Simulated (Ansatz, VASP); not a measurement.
## GdN: VASP beside Ansatz

```
Gd N
1.0
     0.00000    2.44891    2.44891
     2.44891    0.00000    2.44891
     2.44891    2.44891    0.00000
Gd N
1 1
Direct
  0.00000 0.00000 0.00000
  0.50000 0.50000 0.50000
```

Change from the starting cell: volume scaled by 0.9405, PAW files.

Alike in both runs: task electric field gradients; functional PBE; k mesh 13 × 13 × 13; occupations fermi-dirac, width 0.05 eV; collinear spin.

|  | VASP | Ansatz |
| --- | --- | --- |
| version | VASP 6.6.1 | Ansatz 0.2.0 |
| potentials or method | VASP PAW PBE potentials, release 64 (Gd, N) | PAW with Ansatz's default frozen-core files, scalar-relativistic |
| plane-wave cutoff (eV) | 520 | 420 |
| valence electrons in the cell | 23 | 23 |

Ansatz gave:

- pressure (GPa): 8.6
- net moment per atom (μB): 3.50
- size of the moment on the site where the two differ most (μB): 6.85

What did VASP give for the same quantities?

Pressure (GPa): 8.7; net moment per atom (μB): 3.50; size of the moment on the site where the two differ most (μB): 6.80.

Site moments also hang on the region over which each program counts them.

Spin-orbit coupling is off throughout.
